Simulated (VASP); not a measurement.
Input of a VASP 6.6.1 run:

Contents of POSCAR:

```
VN
1.0
    4.2337789200      2.1168894600      2.1168894600
    2.1168894600      4.2337789200      2.1168894600
    2.1168894600      2.1168894600      4.2337789200
V N
2 2
Direct
    0.0000000000      0.0000000000      0.0000000000
    0.5000000000      0.5000000000      0.5000000000
    0.2500000000      0.2500000000      0.2500000000
    0.7500000000      0.7500000000      0.7500000000
```

Contents of INCAR.step1:

```
ALGO = Normal
EDIFF = 1E-5
ENCUT = 660
GGA = PE
GGA_COMPAT = False
ISMEAR = -1
LASPH = True
LCHARG = False
LREAL = False
LWAVE = True
NBANDS = 26
NELM = 120
PREC = Accurate
SIGMA = 0.0888
```

INCAR.step2

```
ALGO = Normal
EDIFF = 1E-6
ENCUT = 660
GGA_COMPAT = False
ISIF = 2
ISMEAR = -1
ISTART = 1
LASPH = True
LCHARG = False
LMIXTAU = True
LREAL = False
LWAVE = False
METAGGA = R2SCAN
NBANDS = 26
NELM = 120
PREC = Accurate
SIGMA = 0.0888
```

Contents of KPOINTS:

```
k-points
0
Gamma
  7 7 7
```

Potentials or basis: VASP PAW PBE potentials, release 64 (V_sv, N).

The run is started by

```console
$ cat potpaw_PBE.64/V_sv/POTCAR potpaw_PBE.64/N/POTCAR > POTCAR
$ cp INCAR.step1 INCAR
$ mpirun -np 1 vasp_std > vasp.out
$ cp INCAR.step2 INCAR
$ mpirun -np 1 vasp_std > vasp.out
```

What does it give for the pressure?

-25.2 GPa.

Predict the band gap on the k mesh.

zero (band 18 reaches 11.27 eV, above the bottom of band 19 at 9.47 eV).

Caveat: the PAW data sets were made with another functional, which shifts forces and pressure a little; the run has no spin polarisation, though such a crystal can be magnetic. With open d or f shells a metallic result of r2SCAN can be an artefact of self-interaction; +U or a hybrid may open a gap.
